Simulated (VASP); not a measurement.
Here is a VASP 6.6.1 calculation.

Contents of INCAR:

```
  ALGO = Normal
  EDIFF = 1E-6
  ENCUT = 520
  GGA = PE
  GGA_COMPAT = False
  ISIF = 2
  ISMEAR = 0
  LASPH = True
  LCHARG = True
  LELF = True
  LREAL = Auto
  LVHAR = True
  LWAVE = False
  NBANDS = 218
  NELM = 120
  PREC = Accurate
  SIGMA = 0.01
```

KPOINTS

```
Automatic mesh
0
Gamma
  2 2 2
  0.5 0.5 0.5
```

POSCAR

```
Zr15SiO32
1.0
    0.0000000000     -7.2420009861      5.2824378565
   -7.2420009861      0.0000000000     -5.2824378565
    7.2420009861      0.0000000000     -5.2824378565
Si Zr O
1 15 32
Direct
    0.0000000000      0.2500000000      0.7500000000
    0.4721461682      0.4875089766     -0.0124910234
    0.0000000000      0.4846371915      0.5124910234
    0.0000000000      1.0124910234      0.9846371915
    0.5000000000      0.2500000000      0.2500000000
    0.5000000000      0.7500000000      0.7500000000
    0.0000000000      0.7500000000      0.2500000000
    0.5278538318      0.0153628085      0.5153628085
    0.2606228489     -0.0023820667      0.7376288445
    0.7599890888      0.2623711555      0.0229940044
    0.2606228489      0.2376288445      0.4976179333
    0.2400109112      0.7630049156      0.0023820667
    0.7393771511     -0.0229940044      0.2369950844
    0.7599890888      0.5229940044      0.7623711555
    0.2400109112      0.5023820667      0.2630049156
    0.7393771511      0.7369950844      0.4770059956
    0.2342970660      0.9800040225      0.9550830730
    0.7657029340      0.2207860070      0.2457069565
    0.3024660022      0.2362153533      0.7362153533
    0.2163524296      0.6943966587      0.1943966587
    0.6975339978      0.9337493511      0.4337493511
    0.7836475704      0.4780442291      0.9780442291
    0.2342970660      0.4550830730      0.4800040225
    0.7657029340      0.7457069565      0.7207860070
    0.2640645623      0.9679247427      0.4679247427
    0.8012107146      0.2320382528      0.7320382528
    0.2555215857      0.2123515447      0.2371627638
    0.2555215857      0.7371627638      0.7123515447
    0.7444784143      0.9568299590      0.9816411781
    0.7444784143      0.4816411781      0.4568299590
    0.1987892854      0.4308275382      0.9308275382
    0.7359354377      0.7038601804      0.2038601804
    0.0000000000      0.8056033413      0.5219557709
    0.5249209495      0.0449169270      0.7792139930
    0.0000000000      0.0219557709      0.3056033413
    0.0000000000      0.5662506489      0.7637846467
    0.4750790505      0.7542930435      0.0199959775
    0.5249209495      0.2792139930      0.5449169270
    0.0000000000      0.2637846467      0.0662506489
    0.4750790505      0.5199959775      0.2542930435
    0.5248112191      0.2876484553      0.0431700410
    1.0000000000      0.5320752573      0.2961398196
    0.5248112191      0.5431700410      0.7876484553
    0.4751887809      0.0183588219      0.2628372362
    1.0000000000      0.2679617472      0.5691724618
    1.0000000000      0.7961398196      0.0320752573
    0.4751887809      0.7628372362      0.5183588219
    1.0000000000      0.0691724618      0.7679617472
```

Potentials or basis: VASP PAW PBE potentials, release 64 (Si, Zr_sv, O).

The run is started by

```console
$ cat potpaw_PBE.64/Si/POTCAR potpaw_PBE.64/Zr_sv/POTCAR potpaw_PBE.64/O/POTCAR > POTCAR
$ mpirun -np 1 vasp_std > vasp.out
```

Problem. Predict the largest force.

Solution. 0.035 eV/Å.

Problem. Estimate the band gap on the k mesh.

Solution. 4.10 eV.

Problem. Predict the pressure.

Solution. -0.4 GPa.

Stress tensor (GPa, compression positive):
```
-1.34  0.00  0.00
 0.00 -1.34  0.00
 0.00  0.00  1.40
```
